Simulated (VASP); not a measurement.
# Na (Im-3m) in VASP: notebook, part 2 of 2

VASP 6.6.1. Earlier steps stand in the parts before.

### 3 Relaxation of cell and atoms, PBE, target pressure 20 GPa, at which the enthalpy is minimised

This run uses another cell than the first one, of 18.30 Å³/atom, 0.994 times its volume.

Input file INCAR:

```
ALGO = Normal
EDIFF = 1E-7
EDIFFG = -0.005
ENCUT = 500
GGA = PE
GGA_COMPAT = F
IBRION = 2
ISIF = 3
ISMEAR = -1
LASPH = T
LCHARG = F
LREAL = F
LWAVE = F
NELM = 120
NELMIN = 4
NSW = 60
PREC = Accurate
PSTRESS = 200.0
SIGMA = 0.1
```

Input file KPOINTS:

```
k-points
0
Gamma
  16 16 16
```

Input file POSCAR:

```
Na
1.0
   -1.6600597549      1.6600597549      1.6600597549
    1.6600597549     -1.6600597549      1.6600597549
    1.6600597549      1.6600597549     -1.6600597549
Na
1
Direct
    0.0000000000      0.0000000000      0.0000000000
```

Potentials or basis: VASP PAW PBE potentials, release 64 (Na_pv).

Command:

```console
$ cat potpaw_PBE.64/Na_pv/POTCAR > POTCAR
$ mpirun -np 1 vasp_std > vasp.out
```

OUTCAR:

```text
EDIFF = 1E-7
   EDIFFG = -0.005
   ENCUT = 500
   GGA = PE
   IBRION = 2
   ISIF = 3
   ISMEAR = -1
   LASPH = T
   LREAL = F
   NELM = 120
   NELMIN = 4
   NSW = 60
   PREC = Accurate
   PSTRESS = 200.0

 ion  position               nearest neighbor table
   1  0.000  0.000  0.000-

  LATTYP: Found a body centered cubic cell.
 ALAT       =     3.3201195098

  Lattice vectors:

 A1 = (  -1.6600597549,   1.6600597549,   1.6600597549)
 A2 = (   1.6600597549,  -1.6600597549,   1.6600597549)
 A3 = (   1.6600597549,   1.6600597549,  -1.6600597549)

Analysis of symmetry for initial positions (statically):
=====================================================================
 Subroutine PRICEL returns:
[... 248 lines left out ...]
  ext. energy  EPLUGINS =         0.00000000
  ---------------------------------------------------
  free energy    TOTEN  =        -0.65780808 eV

  energy without entropy =       -0.64755589  energy(sigma->0) =       -0.65268198

 E-fermi :   3.4218     XC(G=0):  -8.6725

 val. band max:        3.4079893608   @ k =   0.3125   0.1875   0.0000
 cond. band min:       3.4931021525   @ k =  -0.3125   0.3125   0.3125
 fundamental gap:      0.0851127917
 Fermi energy:         3.4217969086

 k-point     1 :       0.0000    0.0000    0.0000
  band No.  band energies     occupation
      1     -21.4716      2.00000
      2     -21.4716      2.00000
      3     -21.4716      2.00000
      4      -1.7230      2.00000
      5      20.3676      0.00000
      6      20.3676      0.00000
      7      20.3676      0.00000
[... 221 lines left out ...]
 k-point    24 :       0.2500    0.1875    0.0000
  band No.  band energies     occupation
      1     -21.7337      2.00000
      2     -21.5726      2.00000
      3     -21.4990      2.00000
      4       2.2418      1.99998
      5       9.4890      0.00000
      6      11.8219      0.00000
      7      17.5402      0.00000

 [... further k-points ...]
[... 5 lines left out ...]
  --------------------------------------------------------------------------------------
  -------------------------------------------------------------------------------------
  Total        2.2987814      2.2987814      2.2987814      0.0000000      0.0000000      0.0000000
  in kB      200.0447643    200.0447643    200.0447643      0.0000000      0.0000000      0.0000000
  external PRESSURE =       0.0447643 kB  Pullay stress =     200.0000000 kB
[... 20 lines left out ...]
  energy  without entropy=       -0.6475558862  energy(sigma->0) =       -0.65268198

  enthalpy is  TOTEN    =         1.6404589131 eV   P V=        2.2982669914

 reached required accuracy - stopping structural energy minimisation
```

OSZICAR:

```text
N       E                     dE             d eps       ncg     rms          rms(c)
DAV:   1     0.165578111255E+02    0.16558E+02   -0.42343E+03  2030   0.102E+03
[... 18 lines left out ...]
   2 F= 0.16404615E+01 E0= 0.16455895E+01  d E =-.138143E-03
       N       E                     dE             d eps       ncg     rms          rms(c)
DAV:   1    -0.657829684422E+00    0.16927E-02   -0.71138E-04  2030   0.636E-01    0.322E-02
DAV:   2    -0.657814079511E+00    0.15605E-04   -0.19835E-05  2030   0.104E-01    0.162E-02
DAV:   3    -0.657808475411E+00    0.56041E-05   -0.93071E-06  2086   0.681E-02    0.168E-03
DAV:   4    -0.657808073935E+00    0.40148E-06   -0.37251E-07  2100   0.151E-02    0.141E-04
DAV:   5    -0.657808078374E+00   -0.44386E-08   -0.11252E-09  1050   0.553E-04
   3 F= 0.16404589E+01 E0= 0.16455850E+01  d E =-.140744E-03
```

CONTCAR:

```text
Na
   1.00000000000000
    -1.6634395573972425    1.6634395573972425    1.6634395573972425
     1.6634395573972425   -1.6634395573972425    1.6634395573972425
     1.6634395573972425    1.6634395573972425   -1.6634395573972425
  Na
     1
Direct
     0.0000000000000000    0.0000000000000000    0.0000000000000000

  0.00000000E+00  0.00000000E+00  0.00000000E+00
```

Run time: 35 s. Hardware: 1 thread of AMD EPYC 7R43 (Zen 3), shared host; peak memory 0.1 GiB.

What came out:

* Free energy: -0.6578 eV
* Relaxed volume: 18.41 Å³/atom
* Relaxed cell: a = 2.881 Å, b = 2.881 Å, c = 2.881 Å, α = 109.47°, β = 109.47°, γ = 109.47°
* Space group after relaxing (to 0.05 Å): Im-3m (No. 229)
* Energy change on relaxing (the enthalpy is what falls): -14.1 meV/atom
* Ionic steps: 3
* Pressure after relaxing: 20.0 GPa

Step by step:
```tsv
step	energy change (eV)	largest force (eV/Å)	pressure (GPa)	volume (Å³)
1	0.0000	0.0000	20.41	18.30
2	-0.0158	0.0000	19.95	18.42
3	-0.0141	0.0000	20.00	18.41
```

Final structure:
```
Na
1.0
    -1.66344    1.66344    1.66344
     1.66344   -1.66344    1.66344
     1.66344    1.66344   -1.66344
Na
1
Direct
  0.00000 0.00000 0.00000
```

Caveat: the cell is relaxed towards a set pressure, so the enthalpy falls and the energy may rise.

### 4 Relaxation of cell and atoms, PBE, target pressure 20 GPa, at which the enthalpy is minimised

Input file INCAR:

```
SYSTEM = Na
PREC = Accurate ; ENCUT = 500
EDIFF = 1E-7 ; ISMEAR = -1
SIGMA = 0.1 ; LREAL = .FALSE.
LASPH = .TRUE. ; NELM = 120
ALGO = Normal ; ISIF = 3
LWAVE = .FALSE. ; LCHARG = .FALSE.
GGA = PE ; IBRION = 2
NSW = 32 ; EDIFFG = -0.005
PSTRESS = 200.0 ; GGA_COMPAT = .FALSE.
NELMIN = 4
```

Input file KPOINTS:

```
Automatic mesh
0
G
  16 16 16
  0 0 0
```

Input file POSCAR:

```
Na
1.0
   -1.6631777538      1.6631777538      1.6631777538
    1.6631777538     -1.6631777538      1.6631777538
    1.6631777538      1.6631777538     -1.6631777538
Na
1
Direct
    0.0000000000      0.0000000000      0.0000000000
```

Potentials or basis: VASP PAW PBE potentials, release 64 (Na_pv).

Command:

```console
$ cat potpaw_PBE.64/Na_pv/POTCAR > POTCAR
$ mpirun -np 1 vasp_std > vasp.out
```

OUTCAR:

```text
SYSTEM = Na
   PREC = Accurate
   ENCUT = 500
   EDIFF = 1E-7
   ISMEAR = -1
   LREAL = .FALSE.
   LASPH = .TRUE.
   NELM = 120
   ISIF = 3
   GGA = PE
   IBRION = 2
   NSW = 32
   EDIFFG = -0.005
   PSTRESS = 200.0
   NELMIN = 4

 ion  position               nearest neighbor table
   1  0.000  0.000  0.000-

  LATTYP: Found a body centered cubic cell.
 ALAT       =     3.3263555076

  Lattice vectors:

 A1 = (  -1.6631777538,   1.6631777538,   1.6631777538)
 A2 = (   1.6631777538,  -1.6631777538,   1.6631777538)
 A3 = (   1.6631777538,   1.6631777538,  -1.6631777538)

Analysis of symmetry for initial positions (statically):
=====================================================================
 Subroutine PRICEL returns:
 Original cell was already a primitive cell.

 Routine SETGRP: Setting up the symmetry group for a
 body centered cubic supercell.

 Subroutine GETGRP returns: Found 48 space group operations
 (whereof 48 operations were pure point group operations)
[... 158 lines left out ...]
  ---------------------------------------------------
  free energy    TOTEN  =        -0.65674539 eV

  energy without entropy =       -0.64649561  energy(sigma->0) =       -0.65162050

 E-fermi :   3.4248     XC(G=0):  -8.6742

 val. band max:        3.4110268015   @ k =   0.3125   0.1875   0.0000
 cond. band min:       3.4961251592   @ k =  -0.3125   0.3125   0.3125
 fundamental gap:      0.0850983577
 Fermi energy:         3.4248328138

 k-point     1 :       0.0000    0.0000    0.0000
  band No.  band energies     occupation
      1     -21.4690      2.00000
      2     -21.4690      2.00000
      3     -21.4690      2.00000
      4      -1.7215      2.00000
      5      20.3745      0.00000
      6      20.3745      0.00000
      7      20.3745      0.00000
[... 221 lines left out ...]
 k-point    24 :       0.2500    0.1875    0.0000
  band No.  band energies     occupation
      1     -21.7315      2.00000
      2     -21.5702      2.00000
      3     -21.4964      2.00000
      4       2.2446      1.99999
      5       9.4933      0.00000
      6      11.8270      0.00000
      7      17.5479      0.00000

 [... further k-points ...]
[... 5 lines left out ...]
  --------------------------------------------------------------------------------------
  -------------------------------------------------------------------------------------
  Total        2.3012426      2.3012426      2.3012426      0.0000000      0.0000000     -0.0000000
  in kB      200.3535267    200.3535267    200.3535267      0.0000000      0.0000000     -0.0000000
  external PRESSURE =       0.3535267 kB  Pullay stress =     200.0000000 kB

 VOLUME and BASIS-vectors are now :
 -----------------------------------------------------------------------------
  energy-cutoff  :      500.00
  volume of cell :       18.40
      direct lattice vectors                 reciprocal lattice vectors
    -1.663177754  1.663177754  1.663177754     0.000000000  0.300629322  0.300629322
     1.663177754 -1.663177754  1.663177754     0.300629322  0.000000000  0.300629322
     1.663177754  1.663177754 -1.663177754     0.300629322  0.300629322  0.000000000

 POSITION                                       TOTAL-FORCE (eV/Angst)
 -----------------------------------------------------------------------------------
      0.00000      0.00000      0.00000         0.000000     -0.000000     -0.000000
 -----------------------------------------------------------------------------------
    total drift:                               -0.000000      0.000000      0.000000

  FREE ENERGIE OF THE ION-ELECTRON SYSTEM (eV)
  ---------------------------------------------------
  free  energy   TOTEN  =        -0.6567453862 eV

  energy  without entropy=       -0.6464956085  energy(sigma->0) =       -0.65162050

  enthalpy is  TOTEN    =         1.6404366247 eV   P V=        2.2971820109

 reached required accuracy - stopping structural energy minimisation
```

OSZICAR:

```text
N       E                     dE             d eps       ncg     rms          rms(c)
DAV:   1     0.171276287143E+02    0.17128E+02   -0.42622E+03  2051   0.102E+03
DAV:   2    -0.447513747654E+00   -0.17575E+02   -0.17563E+02  2219   0.131E+02
DAV:   3    -0.662920968280E+00   -0.21541E+00   -0.21540E+00  2499   0.204E+01
DAV:   4    -0.663880361440E+00   -0.95939E-03   -0.95939E-03  2408   0.124E+00
DAV:   5    -0.663888932986E+00   -0.85715E-05   -0.85718E-05  2653   0.965E-02    0.437E-01
DAV:   6    -0.659640601244E+00    0.42483E-02   -0.10550E-03  2695   0.533E-01    0.274E-01
DAV:   7    -0.656742746633E+00    0.28979E-02   -0.19675E-03  2961   0.666E-01    0.222E-02
DAV:   8    -0.656745893293E+00   -0.31467E-05   -0.50628E-05  2401   0.166E-01    0.344E-03
DAV:   9    -0.656746235773E+00   -0.34248E-06   -0.46070E-07  2261   0.965E-03    0.145E-03
DAV:  10    -0.656745303690E+00    0.93208E-06   -0.38765E-07  2135   0.132E-02    0.104E-04
DAV:  11    -0.656745386191E+00   -0.82501E-07   -0.23809E-09  1162   0.978E-04
   1 F= 0.16404366E+01 E0= 0.16455615E+01  d E =0.164044E+01
```

Run time: 16 s. Hardware: 1 thread of AMD EPYC 7R43 (Zen 3), shared host; peak memory 0.11 GiB.

Results:

```
Free energy             : -0.6567 eV
Pressure after relaxing : 20.0 GPa
```

Final structure:
```xyz
1
Lattice="-1.6632 1.6632 1.6632 1.6632 -1.6632 1.6632 1.6632 1.6632 -1.6632" Properties=species:S:1:pos:R:3 pbc="T T T"
Na    0.0000    0.0000    0.0000
```

Levels at points of the mesh, in eV from the Fermi level:
```tsv
k point	band 1	band 2	band 3	band 4	band 5	band 6
(0.00, 0.00, 0.00)	-24.89	-24.89	-24.89	-5.15	16.95	16.95
(0.50, 0.00, 0.00)	-25.23	-24.99	-24.90	1.05	1.96	11.35
(0.50, 0.50, 0.50)	-25.11	-25.11	-25.11	5.46	5.46	8.00
```

Caveat: the relaxation stopped at its first step, so nothing moved; the cell is relaxed towards a set pressure, so the enthalpy falls and the energy may rise.

### 5 Summary

```tsv
task	cell	gap on the mesh (eV)	pressure (GPa)
single point	a = 2.881 Å, angles 109.5°, 1 atom	none	19.9
relaxation of cell and atoms	relaxed to 20 GPa from a = 2.875 Å, angles 109.5°, 1 atom	none	20.0
relaxation of cell and atoms	relaxed to 20 GPa from a = 2.881 Å, angles 109.5°, 1 atom	none	20.0
```

Alike in all rows: level PBE; potentials or basis VASP PAW PBE potentials, release 64 (Na_pv); no spin polarisation; k mesh 16 × 16 × 16; cutoff (eV) 500; smearing fermi-dirac 0.1 eV.

Caveats: the cell is relaxed towards a set pressure, so the enthalpy falls and the energy may rise (some runs); the relaxation stopped at its first step, so nothing moved (some runs).

Total energies depend on the potentials used, so only differences within one code and one set of settings carry meaning.
